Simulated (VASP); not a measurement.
AlP3, 4 atoms in the cell. The structure is cubic, space group Pm-3m (No. 221). Conventional cell: a = 3.920 Å, b = 3.920 Å, c = 3.920 Å, α = 90.00°, β = 90.00°, γ = 90.00°. Within 3.7 Å of Al (site symmetry m-3m) lie 12 P at 2.77 Å. Within 3.7 Å of P (site symmetry 4/mmm) lie 4 Al at 2.77 Å and 8 P at 2.77 Å. 

| Property | Result |
| --- | --- |
| Program | VASP 6.6.1 |
| Task | relaxation of cell and atoms |
| Functional | PBE |
| Potentials or basis | VASP PAW PBE potentials, release 64 (Al, P) |
| Cutoff | 600 eV |
| k mesh | 12 × 12 × 12 |
| Occupations | gaussian, width 0.1 eV |
| Spin | no spin polarisation |
| Dipole correction | no |
| Further INCAR settings | ALGO = Normal; EDIFF = 1e-07; IBRION = 2; EDIFFG = -0.01; NSW = 100; ISIF = 3 |

Potentials or basis: VASP PAW PBE potentials, release 64 (Al, P).

Launch:

```console
$ cat potpaw_PBE.64/Al/POTCAR potpaw_PBE.64/P/POTCAR > POTCAR
$ mpirun -np 1 vasp_std > vasp.out
```

Hardware: 1 thread of Intel(R) Xeon(R) Platinum 8375C CPU @ 2.90GHz (Ice Lake) (shared host).

Q: How long does it take, and how much memory?

A: Run time: 67 s on 1 thread of Intel(R) Xeon(R) Platinum 8375C CPU @ 2.90GHz (Ice Lake), on a shared host, peak memory 0.22 GiB. Counts: scf iterations 19, k points 84, ion steps 2.
